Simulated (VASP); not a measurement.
# TiAl3 (Pm-3m) in VASP: a series of runs

The runs below take TiAl3 through single point, with r2SCAN.

All numbers are computed with VASP 6.6.1; they aren't measurements. Logs are shortened: lines on timing, memory, paths and dates and some standing lists are left out, and cuts for length are marked.

### Step 1. The cell of the first run

The structure is cubic, space group Pm-3m (No. 221). Conventional cell: a = 3.837 Å, b = 3.837 Å, c = 3.837 Å, α = 90.00°, β = 90.00°, γ = 90.00°. Within 3.6 Å of Ti (site symmetry m-3m) lie 12 Al at 2.71 Å. Al (site symmetry 4/mmm) has 4 Ti at 2.71 Å and 8 Al at 2.71 Å within 3.6 Å.

### Step 2. Single point, r2SCAN (strain -0.030 along x and y, -0.030 along z)

POSCAR reads:

```
TiAl3
1.0
    3.8370011125      0.0000000000      0.0000000000
    0.0000000000      3.8370011125      0.0000000000
    0.0000000000      0.0000000000      3.8370011125
Ti Al
1 3
Direct
    0.0000000000      0.0000000000      0.0000000000
    0.5000000000      0.5000000000      0.0000000000
    0.5000000000      0.0000000000      0.5000000000
    0.0000000000      0.5000000000      0.5000000000
```

INCAR.step1 reads:

```
PREC = Accurate
ENCUT = 520
ISMEAR = 0
SIGMA = 0.15
LREAL = F
LASPH = T
NELM = 80
NBANDS = 18
GGA = PE
ALGO = Normal
EDIFF = 1E-4
LWAVE = T
LCHARG = F
```

INCAR.step2 reads:

```
PREC = Accurate
ENCUT = 520
EDIFF = 1E-6
ISMEAR = 0
SIGMA = 0.15
LREAL = F
LASPH = T
NELM = 80
ALGO = Normal
ISIF = 2
LWAVE = F
LCHARG = F
METAGGA = R2SCAN
LMIXTAU = T
NBANDS = 18
ISTART = 1
```

KPOINTS reads:

```
Automatic mesh
0
Gamma
  12 12 12
```

Potentials or basis: VASP PAW PBE potentials, release 64 (Ti_sv, Al).

Run with:

```bash
$ cat potpaw_PBE.64/Ti_sv/POTCAR potpaw_PBE.64/Al/POTCAR > POTCAR
$ cp INCAR.step1 INCAR
$ mpirun -np 1 vasp_std > vasp.out
$ cp INCAR.step2 INCAR
$ mpirun -np 1 vasp_std > vasp.out
```

OUTCAR:

```text
PREC = Accurate
   ENCUT = 520
   EDIFF = 1E-6
   ISMEAR = 0
   LREAL = F
   LASPH = T
   NELM = 80
   ISIF = 2
   METAGGA = R2SCAN
   ISTART = 1

 ion  position               nearest neighbor table
   1  0.000  0.000  0.000-   2 2.71   3 2.71   4 2.71   3 2.71   4 2.71   2 2.71   4 2.71   4 2.71
                             2 2.71   3 2.71   3 2.71   2 2.71
   2  0.500  0.500  0.000-   1 2.71   3 2.71   4 2.71   3 2.71   4 2.71   1 2.71   3 2.71   3 2.71
                             1 2.71   4 2.71   4 2.71   1 2.71
   3  0.500  0.000  0.500-   1 2.71   2 2.71   4 2.71   1 2.71   2 2.71   2 2.71   4 2.71   2 2.71
                             1 2.71   4 2.71   1 2.71   4 2.71
   4  0.000  0.500  0.500-   1 2.71   2 2.71   3 2.71   1 2.71   2 2.71   1 2.71   3 2.71   1 2.71
                             2 2.71   3 2.71   2 2.71   3 2.71

  LATTYP: Found a simple cubic cell.
 ALAT       =     3.8370011125

  Lattice vectors:

 A1 = (   3.8370011125,   0.0000000000,   0.0000000000)
 A2 = (   0.0000000000,   3.8370011125,   0.0000000000)
 A3 = (   0.0000000000,   0.0000000000,   3.8370011125)

Analysis of symmetry for initial positions (statically):
=====================================================================
 Subroutine PRICEL returns:
 Original cell was already a primitive cell.

 Routine SETGRP: Setting up the symmetry group for a
 simple cubic supercell.

 Subroutine GETGRP returns: Found 48 space group operations
 (whereof 48 operations were pure point group operations)
 out of a pool of 48 trial point group operations.

The static configuration has the point symmetry O_h .

Analysis of symmetry for dynamics (positions and initial velocities):
=====================================================================
 Subroutine PRICEL returns:
 Original cell was already a primitive cell.

 Routine SETGRP: Setting up the symmetry group for a
 simple cubic supercell.

 Subroutine GETGRP returns: Found 48 space group operations
 (whereof 48 operations were pure point group operations)
 out of a pool of 48 trial point group operations.

The dynamic configuration has the point symmetry O_h .

 Subroutine INISYM returns: Found 48 space group operations
 (whereof 48 operations are pure point group operations),
 and found     1 'primitive' translations

----------------------------------------------------------------------------------------

                                     Primitive cell

  volume of cell :      56.4905

  direct lattice vectors                    reciprocal lattice vectors
     3.837001112  0.000000000  0.000000000     0.260620201  0.000000000  0.000000000
     0.000000000  3.837001112  0.000000000     0.000000000  0.260620201  0.000000000
     0.000000000  0.000000000  3.837001112     0.000000000  0.000000000  0.260620201

  length of vectors
     3.837001112  3.837001112  3.837001112     0.260620201  0.260620201  0.260620201

  position of ions in fractional coordinates (direct lattice)
     0.000000000  0.000000000  0.000000000
     0.500000000  0.500000000  0.000000000
     0.500000000  0.000000000  0.500000000
     0.000000000  0.500000000  0.500000000

  ion indices of the primitive-cell ions
   primitive index   ion index
                 1           1
                 2           2
                 3           3
                 4           4

----------------------------------------------------------------------------------------

 KPOINTS: Automatic mesh

Automatic generation of k-mesh.
 Grid dimensions read from file:
 generate k-points for:   12   12   12

 Generating k-lattice:

  Cartesian coordinates                     Fractional coordinates (reciprocal lattice)
     0.021718350  0.000000000  0.000000000     0.083333333  0.000000000  0.000000000
     0.000000000  0.021718350  0.000000000     0.000000000  0.083333333  0.000000000
     0.000000000  0.000000000  0.021718350     0.000000000  0.000000000  0.083333333

  Length of vectors
     0.021718350  0.021718350  0.021718350

  Shift w.r.t. Gamma in fractional coordinates (k-lattice)
     0.000000000  0.000000000  0.000000000

 Subroutine IBZKPT returns following result:
 ===========================================

 Found     84 irreducible k-points:

 Following reciprocal coordinates:
            Coordinates               Weight
  0.000000  0.000000  0.000000      1.000000
  0.083333  0.000000  0.000000      6.000000
  0.166667  0.000000  0.000000      6.000000
  0.250000  0.000000  0.000000      6.000000
  0.333333  0.000000  0.000000      6.000000
  0.416667  0.000000  0.000000      6.000000
[... 16 lines left out ...]
  0.333333  0.333333  0.000000     12.000000
  0.416667  0.333333  0.000000     24.000000
 [... further k-points ...]
   k-points           NKPTS =     84   k-points in BZ     NKDIM =     84   number of bands    NBANDS=     18
   number of dos      NEDOS =    301   number of ions     NIONS =      4
   total plane-waves  NPLWV =  27000
   dimension x,y,z NGX =    30 NGY =   30 NGZ =   30
   dimension x,y,z NGXF=    60 NGYF=   60 NGZF=   60
   ions per type =               1   3
   NGX,Y,Z   is equivalent  to a cutoff of  13.00, 13.00, 13.00 a.u.
   NGXF,Y,Z  is equivalent  to a cutoff of  26.00, 26.00, 26.00 a.u.
 SYSTEM =  unknown system
   PREC   = accura    normal or accurate (medium, high low for compatibility)
   ISTART =      1    job   : 0-new  1-cont  2-samecut
   ICHARG =      0    charge: 1-file 2-atom 10-const
   ISPIN  =      1    spin polarized calculation?
   LNONCOLLINEAR =      F non collinear calculations
   LSORBIT =      F    spin-orbit coupling
   LASPH  =      T    aspherical Exc in radial PAW
   ENCUT  =  520.0 eV  38.22 Ry    6.18 a.u.   7.13  7.13  7.13*2*pi/ulx,y,z
   NELM   =     80;   NELMIN=  2; NELMDL=  0     # of ELM steps
   EDIFF  = 0.1E-05   stopping-criterion for ELM
   LREAL  =      F    real-space projection
   EDIFFG = 0.1E-04   stopping-criterion for IOM
   NSW    =      0    number of steps for IOM
   IBRION =     -1    ionic relax: 0-MD 1-quasi-New 2-CG
   NFREE  =      0    steps in history (QN), initial steepest desc. (CG)
   ISIF   =      2    stress and relaxation
   ISYM   =      2    0-nonsym 1-usesym 2-fastsym
   POTIM  = 0.5000    time-step for ionic-motion
   TEBEG  =    0.0;   TEEND  =   0.0 temperature during run
   PSTRESS=    0.0 pullay stress
   NELECT =      21.0000    total number of electrons
   NUPDOWN=      -1.0000    fix difference up-down
   EMIN   =  10.00;   EMAX   =-10.00  energy-range for DOS
   EFERMI =   0.00;   METHOD = LEGACY
   ISMEAR =     0;   SIGMA  =   0.15  broadening in eV -4-tet -1-fermi 0-gaus
   EFERMI_NEDOS =   21; number of points for ismear=-14 and -15
   IALGO  =     38    algorithm
   IMIX   =      4    mixing-type and parameters
     AMIX     =   0.40;   BMIX     =  1.00
     AMIX_MAG =   1.60;   BMIX_MAG =  1.00
  volume/ion in A,a.u.               =      14.12        95.30
  Fermi-wavevector in a.u.,A,eV,Ry     =   1.177125  2.224444 18.852557  1.385624
  Thomas-Fermi vector in A             =   2.313477
   LORBIT       =      0    0 simple, 1 ext, 2 COOP (PROOUT), +10 PAW based schemes
   METAGGA = R2SCAN    functional components
   LHFCALC =     F    Hartree Fock is set to
   AEXX    =    0.0000 exact exchange contribution
   IVDW    =     0    specifies the selected vdW correction
   LEPSILON=     F    determine dielectric tensor
   LRPA    =     F    only Hartree local field effects (RPA)
 non-spin polarized calculation
 Gauss-broadening in eV      SIGMA  =   0.15
  energy-cutoff  :      520.00
  volume of cell :       56.49
 maximum number of plane-waves:      1568
 NGX is ok and might be reduce to    30
   NGX = 15   NGY = 15   NGZ = 15

 number of electron      21.0000007 magnetization

 Free energy of the ion-electron system (eV)
  ---------------------------------------------------
  ext. energy  EPLUGINS =         0.00000000
  ---------------------------------------------------
  free energy    TOTEN  =       -34.62931946 eV

  energy without entropy =      -34.60519522  energy(sigma->0) =      -34.61725734

 E-fermi :  10.1913     XC(G=0): -11.9861

 val. band max:       10.1871637022   @ k =   0.3333   0.3333   0.1667
 cond. band min:      10.2005727795   @ k =   0.2500   0.2500   0.0833
 fundamental gap:      0.0134090774
 Fermi energy:        10.1913450709

 k-point     1 :       0.0000    0.0000    0.0000
  band No.  band energies     occupation
      1     -48.9122      2.00000
      2     -24.2089      2.00000
      3     -24.2089      2.00000
      4     -24.2089      2.00000
      5      -1.8663      2.00000
      6       6.7599      2.00000
[... 10 lines left out ...]
     17      16.7260      0.00000
     18      16.7260      0.00000

 k-point     2 :       0.0833    0.0000    0.0000
  band No.  band energies     occupation
      1     -48.9122      2.00000
      2     -24.2112      2.00000
      3     -24.2088      2.00000
      4     -24.2088      2.00000
      5      -1.7899      2.00000
      6       6.1298      2.00000
[... 10 lines left out ...]
     17      16.6139      0.00000
     18      16.6141      0.00000

 k-point     3 :       0.1667    0.0000    0.0000
  band No.  band energies     occupation
      1     -48.9119      2.00000
      2     -24.2175      2.00000
      3     -24.2083      2.00000
      4     -24.2083      2.00000
      5      -1.5623      2.00000
      6       5.0514      2.00000
[... 10 lines left out ...]
     17      16.1008      0.00000
     18      16.1008      0.00000

 k-point     4 :       0.2500    0.0000    0.0000
  band No.  band energies     occupation
      1     -48.9115      2.00000
      2     -24.2261      2.00000
      3     -24.2077      2.00000
      4     -24.2077      2.00000
      5      -1.1886      2.00000
      6       3.9195      2.00000
[... 375 lines left out ...]
      4     -24.2053      2.00000
      5       0.9200      2.00000
      6       1.9800      2.00000
[... 10 lines left out ...]
     17      15.8752      0.00000
     18      16.2604      0.00000

 k-point    23 :       0.3333    0.3333    0.0000
  band No.  band energies     occupation
      1     -48.9100      2.00000
      2     -24.2320      2.00000
      3     -24.2311      2.00000
      4     -24.2053      2.00000
      5       0.4148      2.00000
      6       3.7549      2.00000
[... 10 lines left out ...]
     17      15.1754      0.00000
     18      16.4664      0.00000

 k-point    24 :       0.4167    0.3333    0.0000
  band No.  band energies     occupation
      1     -48.9097      2.00000
      2     -24.2375      2.00000
      3     -24.2308      2.00000
      4     -24.2049      2.00000
      5       0.9565      2.00000
      6       2.9449      2.00000
[... 10 lines left out ...]
     17      15.0875      0.00000
     18      16.5677      0.00000

 [... further k-points ...]

------------------------ aborting loop because EDIFF is reached ----------------------------------------

  FORCE on cell =-STRESS in cart. coord.  units (eV):
  Direction    XX          YY          ZZ          XY          YZ          ZX
  --------------------------------------------------------------------------------------
  -------------------------------------------------------------------------------------
  Total        4.4430163      4.4430163      4.4430163     -0.0000000     -0.0000000      0.0000000
  in kB      126.0122347    126.0122347    126.0122347     -0.0000000     -0.0000000      0.0000000
  external PRESSURE =     126.0122347 kB  Pullay stress =       0.0000000 kB

 VOLUME and BASIS-vectors are now :
 -----------------------------------------------------------------------------
  energy-cutoff  :      520.00
  volume of cell :       56.49
      direct lattice vectors                 reciprocal lattice vectors
     3.837001112  0.000000000  0.000000000     0.260620201  0.000000000  0.000000000
     0.000000000  3.837001112  0.000000000     0.000000000  0.260620201  0.000000000
     0.000000000  0.000000000  3.837001112     0.000000000  0.000000000  0.260620201

 POSITION                                       TOTAL-FORCE (eV/Angst)
 -----------------------------------------------------------------------------------
      0.00000      0.00000      0.00000         0.000000      0.000000      0.000000
      1.91850      1.91850      0.00000         0.000000      0.000000      0.000000
      1.91850      0.00000      1.91850         0.000000      0.000000      0.000000
      0.00000      1.91850      1.91850         0.000000      0.000000      0.000000
 -----------------------------------------------------------------------------------
    total drift:                               -0.000000     -0.000000      0.000000

  FREE ENERGIE OF THE ION-ELECTRON SYSTEM (eV)
  ---------------------------------------------------
  free  energy   TOTEN  =       -34.6293194584 eV

  energy  without entropy=      -34.6051952183  energy(sigma->0) =      -34.61725734
```

It took 2.8 min on 1 thread of AMD EPYC 9R45 (Zen 5), shared host; peak memory 0.2 GiB.

Results:

- Free energy: -34.6293 eV
- Pressure: 12.6 GPa
- Band gap on the k mesh: zero (an odd number of electrons rules out a gap without spin polarisation)

Levels at points of the mesh, in eV from the Fermi level:
```csv
k point,band 7,band 8,band 9,band 10,band 11,band 12,band 13,band 14
"(0.00, 0.00, 0.00)",-3.43,-2.46,-2.46,-2.46,0.11,0.11,0.11,0.56
"(0.50, 0.00, 0.00)",-2.65,-2.65,-2.57,0.44,0.79,0.79,0.86,1.34
"(0.50, 0.50, 0.00)",-6.74,-5.71,-1.50,-1.50,0.68,1.10,1.22,1.58
"(0.50, 0.50, 0.50)",-5.63,-5.63,-4.02,-4.02,-4.02,0.38,1.64,1.64
```

Caveat: the cell differs from its parent crystal (strain -0.030 along x and y, -0.030 along z); the cell stands under pressure; the PAW data sets were made with another functional, which shifts forces and pressure a little.

### Step 3. Single point, r2SCAN (strain -0.015 along x and y, -0.015 along z)

POSCAR reads:

```
TiAl3
1.0
    3.8963361812      0.0000000000      0.0000000000
    0.0000000000      3.8963361812      0.0000000000
    0.0000000000      0.0000000000      3.8963361812
Ti Al
1 3
Direct
    0.0000000000      0.0000000000      0.0000000000
    0.5000000000      0.5000000000      0.0000000000
    0.5000000000      0.0000000000      0.5000000000
    0.0000000000      0.5000000000      0.5000000000
```

INCAR.step1 reads:

```
SYSTEM = TiAl3
PREC     = Accurate       ! precision mode
ENCUT    = 520            ! plane-wave cutoff, eV
ISMEAR   = 0              ! smearing method
SIGMA    = 0.15           ! smearing width, eV
LREAL    = .False.        ! projectors in reciprocal space
LASPH    = .True.         ! aspherical terms in the spheres
NELM     = 60             ! most SCF steps
NBANDS   = 18             ! bands
GGA      = PE             ! functional
ALGO     = Normal         ! electronic algorithm
EDIFF    = 1E-4           ! SCF threshold, eV
LWAVE    = .True.         ! write WAVECAR
LCHARG   = .False.        ! write CHGCAR
```

INCAR.step2 reads:

```
SYSTEM = TiAl3
PREC     = Accurate       ! precision mode
ENCUT    = 520            ! plane-wave cutoff, eV
EDIFF    = 1E-6           ! SCF threshold, eV
ISMEAR   = 0              ! smearing method
SIGMA    = 0.15           ! smearing width, eV
LREAL    = .False.        ! projectors in reciprocal space
LASPH    = .True.         ! aspherical terms in the spheres
NELM     = 60             ! most SCF steps
ALGO     = Normal         ! electronic algorithm
ISIF     = 2              ! what is computed and relaxed
LWAVE    = .False.        ! write WAVECAR
LCHARG   = .False.        ! write CHGCAR
METAGGA  = R2SCAN         ! meta-GGA
LMIXTAU  = .True.       
NBANDS   = 18             ! bands
ISTART   = 1
```

KPOINTS reads:

```
regular mesh
0
Gamma
  12 12 12
  0 0 0
```

Potentials or basis: VASP PAW PBE potentials, release 64 (Ti_sv, Al).

Run with:

```bash
$ cat potpaw_PBE.64/Ti_sv/POTCAR potpaw_PBE.64/Al/POTCAR > POTCAR
$ cp INCAR.step1 INCAR
$ mpirun -np 1 vasp_std > vasp.out
$ cp INCAR.step2 INCAR
$ mpirun -np 1 vasp_std > vasp.out
```

Run time: 2.5 min. Hardware: 1 thread of AMD EPYC 9R45 (Zen 5), shared host; peak memory 0.2 GiB.

The run converged. Its results:

- Free energy: -34.7800 eV
- Pressure: 5.7 GPa
- Band gap on the k mesh: zero (an odd number of electrons rules out a gap without spin polarisation)

Levels at points of the mesh, in eV from the Fermi level:
```csv
k point,band 8,band 9,band 10,band 11,band 12,band 13
"(0.00, 0.00, 0.00)",-2.43,-2.43,-2.43,0.12,0.12,0.12
"(0.50, 0.00, 0.00)",-2.55,-2.43,0.42,0.72,0.72,0.88
"(0.50, 0.50, 0.00)",-5.57,-1.44,-1.44,0.65,1.10,1.15
"(0.50, 0.50, 0.50)",-5.52,-3.95,-3.95,-3.95,0.29,1.55
```

Caveat: the cell differs from its parent crystal (strain -0.015 along x and y, -0.015 along z); the cell stands under pressure; the PAW data sets were made with another functional, which shifts forces and pressure a little.

(Continued in part 2 of 2.)
